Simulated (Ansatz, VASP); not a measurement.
Mg: VASP beside Ansatz

Contents of INCAR:

```
SYSTEM = Mg
PREC = Accurate
ENCUT = 520
EDIFF = 1E-7
ISMEAR = -1
SIGMA = 0.05
LREAL = .FALSE.
LASPH = .TRUE.
NELM = 60
ALGO = Normal
ISIF = 2
LWAVE = .FALSE.
LCHARG = .FALSE.
GGA = CA
NBANDS = 9
```

Contents of KPOINTS:

```
Automatic mesh
0
G
  15 15 9
  0 0 0
```

POSCAR

```
Mg
1.0
    2.7652178817      0.0000000000      0.0000000000
   -1.3826089409      2.3947489326      0.0000000000
    0.0000000000      0.0000000000      4.4369835239
Mg
2
Direct
    0.3333333333      0.6666666667      0.2500000000
    0.6666666667      0.3333333333      0.7500000000
```

Input for Ansatz:

```yaml
crystal:
  lattice:
    - [2.7652178817, 0.0, 0.0]
    - [-1.3826089409, 2.3947489326, 0.0]
    - [0.0, 0.0, 4.4369835239]
  atoms:
    - { symbol: Mg, position: [0.3333333333, 0.6666666667, 0.25] }
    - { symbol: Mg, position: [0.6666666667, 0.3333333333, 0.75] }
kpoints:
  mp_grid: { grid: [15, 15, 9] }
scf:
  occupations: { method: fermi_dirac, width: 0.05 }
hamiltonian:
  xc: lda
  pseudopotentials: { kind: paw }
output:
  forces: true
  stress: true
  eigenvalues: true
  populations: true
```

Change from the starting cell: volume scaled by 0.68, PAW files.

Alike in both runs: task single point; functional LDA; k mesh 15 × 15 × 9; occupations fermi-dirac, width 0.05 eV; no spin polarisation.

|  | VASP | Ansatz |
| --- | --- | --- |
| version | VASP 6.6.1 | Ansatz 0.2.0 |
| potentials or method | VASP PAW LDA potentials, release 64 (Mg) | PAW with Ansatz's default frozen-core files, scalar-relativistic |
| plane-wave cutoff (eV) | 520 | 420 |
| valence electrons in the cell | 4 | 20 |

|  | VASP | Ansatz | Ansatz less VASP |
| --- | --- | --- | --- |
| pressure (GPa) | 32.8 | 32.8 | -0.01 |
| traceless stress, the component that is largest in VASP (GPa) | 0.08 | 0.07 | -0.013 |

LDA's correlation is that of Perdew and Zunger in VASP and of Perdew and Wang (1992) in Ansatz. Both programs put the cell under a high pressure, so it lies far from rest at this level. VASP's potentials hold 4 valence electrons a cell and Ansatz's 20, so a difference there can come from the potentials and not from the codes.
